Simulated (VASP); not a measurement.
Runs of VASP 6.6.1 on Hg3Pt. The structure is that of space group Pm-3m (No. 221), or close to it. The cells are those of the table. 

```tsv
task	cell	gap on the mesh (eV)	pressure (GPa)
single point	a = 4.185 Å, 4 atoms	none	0.2
single point	a = 4.206 Å, 4 atoms	none	(a)
relaxation of cell and atoms	relaxed to -2 GPa from a = 4.344 Å, 4 atoms	none	-2.1
relaxation of cell and atoms	relaxed to 2 GPa from a = 4.344 Å, 4 atoms	none	2.0
relaxation of cell and atoms	relaxed from a = 4.344 Å, 4 atoms	none	0.0
```

Alike in all rows: level LDA; potentials or basis VASP PAW LDA potentials, release 64 (Hg_sv_GW, Pt_sv_GW); no spin polarisation; k mesh 5 × 5 × 5; cutoff (eV) 570; smearing methfessel-paxton 0.15 eV.

Problem. Fill in the values left out.

Solution. (a) -1.8.

Caveats: spin-orbit coupling is left out, which moves the levels of the heavy elements; the cell is relaxed towards a set pressure, so the run minimises the enthalpy, not the energy (at least some runs).

A k mesh can miss the band edges, and the runs leave out spin-orbit coupling on Hg, Pt.

A gap of «none» marks levels without a gap at the run's occupations.
